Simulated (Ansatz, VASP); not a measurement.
**CoSi2: VASP beside Ansatz**

INCAR

```
SYSTEM = CoSi2
PREC = Accurate
ENCUT = 520
EDIFF = 1E-6
ISMEAR = 0
SIGMA = 0.15
LREAL = .FALSE.
LASPH = .TRUE.
NELM = 80
ALGO = Normal
ISIF = 2
LWAVE = .FALSE.
LCHARG = .FALSE.
GGA = PS
NBANDS = 36
```

Contents of KPOINTS:

```
Automatic mesh
0
G
  14 14 5
  0 0 0
```

POSCAR

```
CoSi2
1.0
    2.6562539695     -2.6562539695      0.0000000000
    2.6562539695      0.0000000000     -2.6562539695
    5.6011830735      5.6011830735      5.6011830735
Co Si
3 6
Direct
    1.0000000000      0.0000000000      0.9089583248
    0.3333333333      0.3333333333      0.5928044058
    0.6666666667      0.6666666667      0.2766504868
    0.6666666667      0.6666666667      0.5137659260
    1.0000000000      0.0000000000      0.1976120071
    0.3333333333      0.3333333333      0.8299198450
    0.6666666667      0.6666666667      0.0395350476
    1.0000000000      1.0000000000      0.6718428855
    0.3333333333      0.3333333333      0.3556889666
```

Input for Ansatz:

```yaml
crystal:
  lattice:
    - [2.6562539695, -2.6562539695, 0.0]
    - [2.6562539695, 0.0, -2.6562539695]
    - [5.6011830735, 5.6011830735, 5.6011830735]
  atoms:
    - { symbol: Co, position: [1.0, 0.0, 0.9089583248] }
    - { symbol: Co, position: [0.3333333333, 0.3333333333, 0.5928044058] }
    - { symbol: Co, position: [0.6666666667, 0.6666666667, 0.2766504868] }
    - { symbol: Si, position: [0.6666666667, 0.6666666667, 0.513765926] }
    - { symbol: Si, position: [1.0, 0.0, 0.1976120071] }
    - { symbol: Si, position: [0.3333333333, 0.3333333333, 0.829919845] }
    - { symbol: Si, position: [0.6666666667, 0.6666666667, 0.0395350476] }
    - { symbol: Si, position: [1.0, 1.0, 0.6718428855] }
    - { symbol: Si, position: [0.3333333333, 0.3333333333, 0.3556889666] }
basis:
  ecutwfc: 420
kpoints:
  mp_grid: { grid: [14, 14, 5] }
hamiltonian:
  xc: pbesol
scf:
  occupations: { method: gaussian, width: 0.15 }
output:
  forces: true
  stress: true
  eigenvalues: true
```

Alike in both runs: task single point; functional PBEsol; k mesh 14 × 14 × 5; occupations gaussian, width 0.15 eV; no spin polarisation.

```csv
,VASP,Ansatz
version,VASP 6.6.1,Ansatz 0.2.0
potentials or method,"VASP PAW PBE potentials, release 64 (Co, Si), cutoff 520 eV","scalar-relativistic, plane waves, PAW"
valence electrons in the cell,51,75
```

Ansatz gave:

- gap on the k mesh at the Fermi level (eV): none
- pressure (GPa): -5.9
- traceless stress, the component that is largest in VASP (GPa): -1.53
- rms of the force components (eV/Å): 0.484

Task: Which values does VASP return?

Result: gap on the k mesh at the Fermi level (eV): none; pressure (GPa): -5.7; traceless stress, the component that is largest in VASP (GPa): -1.53; rms of the force components (eV/Å): 0.485.

VASP's potentials were made for PBE, not for PBEsol. Atom by atom the forces differ by 0.005 eV/Å (rms over components). A gap of «none» marks a metal or a gap that the smearing closes. VASP's potentials hold 51 valence electrons a cell and Ansatz's 75, so a difference there can come from the potentials and not from the codes.
